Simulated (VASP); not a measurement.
# PrHRh3 (R3m) in VASP: notebook, part 2 of 2

VASP 6.6.1. The steps go on from the part before.

**3. Relaxation of shape and atoms at fixed volume, PBE (15.47 Å³/atom)**

This run uses another cell than the first one, of 15.47 Å³/atom.

The input, INCAR:

```
PREC = Accurate ; ENCUT = 500
EDIFF = 1E-7 ; ISMEAR = 0
SIGMA = 0.1 ; LREAL = False
LASPH = True ; NELM = 200
ALGO = Normal ; ISIF = 4
LWAVE = False ; LCHARG = False
GGA = PE ; IBRION = 2
NSW = 50 ; EDIFFG = -0.01
GGA_COMPAT = False ; NELMIN = 4
LMAXMIX = 6
```

The input, KPOINTS:

```
Automatic mesh
0
Gamma
  6 6 6
```

The input, POSCAR:

```
PrHRh3
1.0
    3.0119124515      1.7389284647      2.4613537363
   -3.0119124515      1.7389284647      2.4613537363
    0.0000000000     -3.4778569293      2.4613537363
Pr H Rh
1 1 3
Direct
    0.9885287910      0.9885287910      0.9885287910
    0.5909436909      0.5909436909      0.5909436909
    0.4862419575      0.0017094230      0.4862419575
    0.4862419575      0.4862419575      0.0017094230
    0.0017094230      0.4862419575      0.4862419575
```

Potentials or basis: VASP PAW PBE potentials, release 64 (Pr_3, H, Rh_pv), 4f in core.

On the command line:

```bash
$ cat potpaw_PBE.64/Pr_3/POTCAR potpaw_PBE.64/H/POTCAR potpaw_PBE.64/Rh_pv/POTCAR > POTCAR
$ mpirun -np 1 vasp_std > vasp.out
```

OUTCAR:

```text
PREC = Accurate
   ENCUT = 500
   EDIFF = 1E-7
   ISMEAR = 0
   LREAL = False
   LASPH = True
   NELM = 200
   ISIF = 4
   GGA = PE
   IBRION = 2
   NSW = 50
   EDIFFG = -0.01
   NELMIN = 4

 ion  position               nearest neighbor table
   1  0.989  0.989  0.989-   3 3.00   5 3.00   4 3.00   4 3.01   4 3.01   3 3.01   5 3.01   3 3.01
                             5 3.01   5 3.03   3 3.03   4 3.03
   2  0.591  0.591  0.591-   3 1.86   5 1.86   4 1.86
   3  0.486  0.002  0.486-   2 1.86   5 2.92   4 2.92   1 3.00   1 3.01   1 3.01   4 3.02   4 3.02
                             5 3.02   5 3.02   1 3.03   5 3.11   4 3.11
   4  0.486  0.486  0.002-   2 1.86   3 2.92   5 2.92   1 3.00   1 3.01   1 3.01   3 3.02   5 3.02
                             5 3.02   3 3.02   1 3.03   5 3.11   3 3.11
   5  0.002  0.486  0.486-   2 1.86   3 2.92   4 2.92   1 3.00   1 3.01   1 3.01   4 3.02   4 3.02
                             3 3.02   3 3.02   1 3.03   3 3.11   4 3.11

  LATTYP: Found a trigonal (rhomboedric) cell.
 ALAT       =     4.2607218914
 COS(alpha) =     0.0005793737

  Lattice vectors:

 A1 = (   3.0119124515,   1.7389284647,   2.4613537363)
 A2 = (  -3.0119124515,   1.7389284647,   2.4613537363)
 A3 = (   0.0000000000,  -3.4778569293,   2.4613537363)

Analysis of symmetry for initial positions (statically):
=====================================================================
 Subroutine PRICEL returns:
 Original cell was already a primitive cell.

 Routine SETGRP: Setting up the symmetry group for a
 trigonal (rhombohedral) supercell.

 Subroutine GETGRP returns: Found  6 space group operations
 (whereof  6 operations were pure point group operations)
 out of a pool of 12 trial point group operations.

The static configuration has the point symmetry C_3v.

Analysis of symmetry for dynamics (positions and initial velocities):
=====================================================================
 Subroutine PRICEL returns:
 Original cell was already a primitive cell.

 Routine SETGRP: Setting up the symmetry group for a
 trigonal (rhombohedral) supercell.

 Subroutine GETGRP returns: Found  6 space group operations
 (whereof  6 operations were pure point group operations)
 out of a pool of 12 trial point group operations.

The dynamic configuration has the point symmetry C_3v.

 Subroutine INISYM returns: Found  6 space group operations
 (whereof  6 operations are pure point group operations),
 and found     1 'primitive' translations

----------------------------------------------------------------------------------------

                                     Primitive cell

  volume of cell :      77.3480

  direct lattice vectors                    reciprocal lattice vectors
     3.011912452  1.738928465  2.461353736     0.166007481  0.095844464  0.135426830
    -3.011912452  1.738928465  2.461353736    -0.166007481  0.095844464  0.135426830
     0.000000000 -3.477856929  2.461353736     0.000000000 -0.191688928  0.135426830

  length of vectors
     4.260721891  4.260721891  4.260721891     0.234702091  0.234702091  0.234702091

  position of ions in fractional coordinates (direct lattice)
     0.988528791  0.988528791  0.988528791
     0.590943691  0.590943691  0.590943691
[... 71 lines left out ...]
   NGX,Y,Z   is equivalent  to a cutoff of  12.49, 12.49, 12.49 a.u.
   NGXF,Y,Z  is equivalent  to a cutoff of  24.97, 24.97, 24.97 a.u.
 SYSTEM =  unknown system
   PREC   = accura    normal or accurate (medium, high low for compatibility)
   ISTART =      0    job   : 0-new  1-cont  2-samecut
   ICHARG =      2    charge: 1-file 2-atom 10-const
   ISPIN  =      1    spin polarized calculation?
   LNONCOLLINEAR =      F non collinear calculations
   LSORBIT =      F    spin-orbit coupling
   LASPH  =      T    aspherical Exc in radial PAW
   ENCUT  =  500.0 eV  36.75 Ry    6.06 a.u.   7.77  7.77  7.77*2*pi/ulx,y,z
   NELM   =    200;   NELMIN=  4; NELMDL= -5     # of ELM steps
   EDIFF  = 0.1E-06   stopping-criterion for ELM
   LREAL  =      F    real-space projection
   EDIFFG = -.1E-01   stopping-criterion for IOM
   NSW    =     50    number of steps for IOM
   IBRION =      2    ionic relax: 0-MD 1-quasi-New 2-CG
   NFREE  =      1    steps in history (QN), initial steepest desc. (CG)
   ISIF   =      4    stress and relaxation
   ISYM   =      2    0-nonsym 1-usesym 2-fastsym
   POTIM  = 0.5000    time-step for ionic-motion
   TEBEG  =    0.0;   TEEND  =   0.0 temperature during run
   PSTRESS=    0.0 pullay stress
   NELECT =      57.0000    total number of electrons
   NUPDOWN=      -1.0000    fix difference up-down
   EMIN   =  10.00;   EMAX   =-10.00  energy-range for DOS
   EFERMI =   0.00;   METHOD = LEGACY
   ISMEAR =     0;   SIGMA  =   0.10  broadening in eV -4-tet -1-fermi 0-gaus
   EFERMI_NEDOS =   21; number of points for ismear=-14 and -15
   IALGO  =     38    algorithm
   IMIX   =      4    mixing-type and parameters
     AMIX     =   0.40;   BMIX     =  1.00
     AMIX_MAG =   1.60;   BMIX_MAG =  1.00
  volume/ion in A,a.u.               =      15.47       104.39
  Fermi-wavevector in a.u.,A,eV,Ry     =   1.478711  2.794359 29.750316  2.186587
  Thomas-Fermi vector in A             =   2.592958
   LORBIT       =      0    0 simple, 1 ext, 2 COOP (PROOUT), +10 PAW based schemes
   GGA     = PE    functional components
   LHFCALC =     F    Hartree Fock is set to
   AEXX    =    0.0000 exact exchange contribution
   IVDW    =     0    specifies the selected vdW correction
   LEPSILON=     F    determine dielectric tensor
   LRPA    =     F    only Hartree local field effects (RPA)
 conjugate gradient relaxation of ions
 non-spin polarized calculation
 Gauss-broadening in eV      SIGMA  =   0.10
  energy-cutoff  :      500.00
  volume of cell :       77.35
 maximum number of plane-waves:      1984
   NGX = 15   NGY = 15   NGZ = 15

--------------------------------------- Ionic step        1  -------------------------------------------

 number of electron      56.9999978 magnetization

 Free energy of the ion-electron system (eV)
  ---------------------------------------------------
  ext. energy  EPLUGINS =         0.00000000
  ---------------------------------------------------
  free energy    TOTEN  =       -31.39500751 eV

  energy without entropy =      -31.37236635  energy(sigma->0) =      -31.38368693

------------------------ aborting loop because EDIFF is reached ----------------------------------------

  FORCE on cell =-STRESS in cart. coord.  units (eV):
  Direction    XX          YY          ZZ          XY          YZ          ZX
  --------------------------------------------------------------------------------------
  -------------------------------------------------------------------------------------
  Total       -3.4203740     -3.4203740     -3.2758935      0.0000000     -0.0000000      0.0000000
  in kB      -70.8491814    -70.8491814    -67.8564318      0.0000000     -0.0000000      0.0000000
  external PRESSURE =     -69.8515982 kB  Pullay stress =       0.0000000 kB
[... 98 lines left out ...]
  FREE ENERGIE OF THE ION-ELECTRON SYSTEM (eV)
  ---------------------------------------------------
  free  energy   TOTEN  =       -31.3956794576 eV

  energy  without entropy=      -31.3733468440  energy(sigma->0) =      -31.38451315

[... ionic steps 4 to 10 ...]

--------------------------------------- Ionic step       11  -------------------------------------------

 number of electron      56.9999981 magnetization

------------------------ aborting loop because EDIFF is reached ----------------------------------------
[... 73 lines left out ...]
--------------------------------------- Ionic step       13  -------------------------------------------

 number of electron      56.9999982 magnetization

 Free energy of the ion-electron system (eV)
  ---------------------------------------------------
  ext. energy  EPLUGINS =         0.00000000
  ---------------------------------------------------
  free energy    TOTEN  =       -31.39796498 eV

  energy without entropy =      -31.37736883  energy(sigma->0) =      -31.38766691

 E-fermi :   7.2749     XC(G=0): -12.2151

 val. band max:        7.2617182714   @ k =   0.3333  -0.0000   0.0000
 cond. band min:       7.2806807431   @ k =   0.5000   0.3333   0.1667
 fundamental gap:      0.0189624717
 Fermi energy:         7.2748996361

 k-point     1 :       0.0000    0.0000    0.0000
  band No.  band energies     occupation
      1     -38.5309      2.00000
      2     -38.4646      2.00000
      3     -38.4646      2.00000
      4     -38.3416      2.00000
      5     -38.3416      2.00000
      6     -38.3112      2.00000
[... 877 lines left out ...]
     33      10.3808      0.00000
     34      10.6905      0.00000

 [... further k-points ...]
[... 5 lines left out ...]
  --------------------------------------------------------------------------------------
  -------------------------------------------------------------------------------------
  Total       -3.1677336     -3.1677336     -3.1682854     -0.0000000      0.0000000      0.0000000
  in kB      -65.6160208    -65.6160208    -65.6274497     -0.0000000      0.0000000      0.0000000
  external PRESSURE =     -65.6198305 kB  Pullay stress =       0.0000000 kB
[... 20 lines left out ...]
  FREE ENERGIE OF THE ION-ELECTRON SYSTEM (eV)
  ---------------------------------------------------
  free  energy   TOTEN  =       -31.3979649841 eV

  energy  without entropy=      -31.3773688284  energy(sigma->0) =      -31.38766691

 reached required accuracy - stopping structural energy minimisation
```

Run time: 3.8 min. Hardware: 1 thread of Intel Xeon 6975P-C (Granite Rapids), shared host; peak memory 0.22 GiB.

What came out:

| Quantity | Value |
| --- | --- |
| Free energy | -31.3980 eV |
| Energy gained by relaxing | 0.6 meV/atom |
| Ionic steps | 13 |
| Pressure after relaxing | -6.6 GPa |
| Largest force after relaxing | 0.003 eV/Å |
| Band gap on the k mesh | zero (an odd number of electrons rules out a gap without spin polarisation) |

Forces in eV/Å, atoms in the order of the input:
```
Pr   0.000  0.000 -0.001
H    0.000  0.000  0.000
Rh  -0.003  0.002  0.000
Rh   0.000 -0.003  0.000
Rh   0.003  0.002  0.000
```

The path:
| step | energy change (eV) | largest force (eV/Å) | pressure (GPa) | volume (Å³) |
| --- | --- | --- | --- | --- |
| 1 | 0.0000 | 0.0489 | -6.99 | 77.35 |
| 2 | -0.0004 | 0.0421 | -6.96 | 77.35 |
| 3 | -0.0007 | 0.0292 | -6.88 | 77.35 |
| 4 | -0.0008 | 0.0265 | -6.87 | 77.35 |
| 5 | -0.0010 | 0.0249 | -6.83 | 77.35 |
| 6 | -0.0011 | 0.0238 | -6.82 | 77.35 |
| 7 | -0.0016 | 0.0199 | -6.79 | 77.35 |
| 8 | -0.0023 | 0.0175 | -6.73 | 77.35 |
| 9 | -0.0027 | 0.0318 | -6.60 | 77.35 |
| 10 | -0.0028 | 0.0214 | -6.64 | 77.35 |
| 11 | -0.0029 | 0.0158 | -6.56 | 77.35 |
| 12 | -0.0029 | 0.0134 | -6.58 | 77.35 |
| 13 | -0.0030 | 0.0031 | -6.56 | 77.35 |

Final structure:
```
CELL_PARAMETERS angstrom
3.01127 1.73856 2.46240
-3.01127 1.73856 2.46240
0.00000 -3.47712 2.46240
ATOMIC_POSITIONS crystal
Pr 0.98453 0.98453 0.98453
H 0.60615 0.60615 0.60615
Rh 0.48142 0.00015 0.48142
Rh 0.48142 0.48142 0.00015
Rh 0.00015 0.48142 0.48142
```

Caveat: spin-orbit coupling is left out, which moves the levels of the heavy elements; the 4f electrons are frozen in the core, so they carry no moment and show no levels.

**4. Relaxation of shape and atoms at fixed volume, PBE (16.05 Å³/atom)**

This run uses another cell than the first one, of 16.05 Å³/atom.

The input, INCAR:

```
SYSTEM = PrHRh3
ALGO = Normal
EDIFF = 1E-7
EDIFFG = -0.01
ENCUT = 500
GGA = PE
GGA_COMPAT = .False.
IBRION = 2
ISIF = 4
ISMEAR = 0
LASPH = .True.
LCHARG = .False.
LMAXMIX = 6
LREAL = .False.
LWAVE = .False.
NELM = 200
NELMIN = 4
NSW = 50
PREC = Accurate
SIGMA = 0.1
```

The input, KPOINTS:

```
k-points
0
Gamma
  6 6 6
  0 0 0
```

The input, POSCAR:

```
PrHRh3
1.0
    3.0485825039      1.7600999293      2.4931570425
   -3.0485825039      1.7600999293      2.4931570425
    0.0000000000     -3.5201998585      2.4931570426
Pr H Rh
1 1 3
Direct
    0.9840217526      0.9840217526      0.9840217526
    0.6073184285      0.6073184285      0.6073184285
    0.4810362081      0.0002532226      0.4810362081
    0.4810362081      0.4810362081      0.0002532226
    0.0002532226      0.4810362081      0.4810362081
```

On the command line:

```bash
$ cat potpaw_PBE.64/Pr_3/POTCAR potpaw_PBE.64/H/POTCAR potpaw_PBE.64/Rh_pv/POTCAR > POTCAR
$ mpirun -np 1 vasp_std > vasp.out
```

Run time: 2.6 min. Hardware: 1 thread of Intel Xeon 6975P-C (Granite Rapids), shared host; peak memory 0.23 GiB.

The run converged. Its results:

```yaml
Free_energy: -31.2465 eV
Energy_gained_by_relaxing: 0.6 meV/atom
Ionic_steps: 10
Pressure_after_relaxing: -10.1 GPa
Largest_force_after_relaxing: 0.006 eV/Å
Band_gap_on_the_k_mesh: zero (an odd number of electrons rules out a gap without spin polarisation)
```

Forces in eV/Å, atoms in the order of the input:
```
Pr   0.000  0.000 -0.001
H    0.000  0.000  0.006
Rh  -0.001  0.001 -0.002
Rh   0.000 -0.001 -0.002
Rh   0.001  0.001 -0.002
```

Stress tensor (GPa, compression positive):
```
-10.18   0.00   0.00
  0.00 -10.18   0.00
  0.00   0.00 -10.03
```

Step by step:
```tsv
step	energy change (eV)	largest force (eV/Å)	pressure (GPa)	volume (Å³)
1	0.0000	0.0549	-10.41	80.27
2	-0.0007	0.0484	-10.37	80.27
3	-0.0010	0.0389	-10.30	80.27
4	-0.0010	0.0379	-10.28	80.27
5	-0.0012	0.0348	-10.28	80.27
6	-0.0015	0.0272	-10.25	80.27
7	-0.0015	0.0290	-10.26	80.27
8	-0.0018	0.0266	-10.22	80.27
9	-0.0024	0.0187	-10.20	80.27
10	-0.0031	0.0062	-10.13	80.27
```

Final structure:
```yaml
crystal:
  lattice:
    - [3.04556, 1.75835, 2.49811]
    - [-3.04556, 1.75835, 2.49811]
    - [0.00000, -3.51671, 2.49811]
  atoms:
    - { symbol: Pr, position: [0.98183, 0.98183, 0.98183] }
    - { symbol: H, position: [0.61767, 0.61767, 0.61767] }
    - { symbol: Rh, position: [0.47796, 0.99824, 0.47796] }
    - { symbol: Rh, position: [0.47796, 0.47796, 0.99824] }
    - { symbol: Rh, position: [0.99824, 0.47796, 0.47796] }
```

Levels at points of the mesh, in eV from the Fermi level:
```csv
k point,band 24,band 25,band 26,band 27,band 28,band 29,band 30,band 31,band 32,band 33
"(0.00, 0.00, 0.00)",-0.40,-0.40,0.31,0.49,0.49,0.57,1.18,3.54,3.54,3.87
"(0.50, 0.00, 0.00)",-1.36,-0.83,-0.79,-0.77,-0.66,-0.22,0.50,2.10,2.35,3.06
"(0.50, 0.50, 0.00)",-1.55,-1.18,-1.10,-1.04,-0.71,-0.60,-0.37,2.07,2.28,3.04
"(0.50, 0.50, 0.50)",-1.09,-1.09,-0.89,0.28,0.28,0.34,2.39,2.62,2.63,2.63
```

Caveat: spin-orbit coupling is left out, which moves the levels of the heavy elements; the 4f electrons are frozen in the core, so they carry no moment and show no levels. Spin polarisation is off, so any magnetic state and its effect on volume and gap are missing.

**5. Summary**

```csv
cell,gap on the mesh (eV),pressure (GPa),largest force (eV/Å)
"relaxed from a = 4.220 Å, angles 89.9°, 5 atoms, atomic positions A",none,-3.6,0.01
"relaxed from a = 4.261 Å, 5 atoms, atomic positions B",none,-6.6,-
"relaxed from a = 4.314 Å, angles 89.9°, 5 atoms, atomic positions C",none,-10.1,0.01
```

Alike in all rows: task relaxation of shape and atoms at fixed volume; level PBE; potentials or basis VASP PAW PBE potentials, release 64 (Pr_3, H, Rh_pv), 4f in core; no spin polarisation; k mesh 6 × 6 × 6; cutoff (eV) 500; smearing gaussian 0.1 eV.

Caveats: spin-orbit coupling is left out, which moves the levels of the heavy elements; the 4f electrons are frozen in the core, so they carry no moment and show no levels.

Absolute energies hang on the potentials; compare differences alone.

The gap in the log of VASP goes by the Fermi energy; the results here count the filled bands.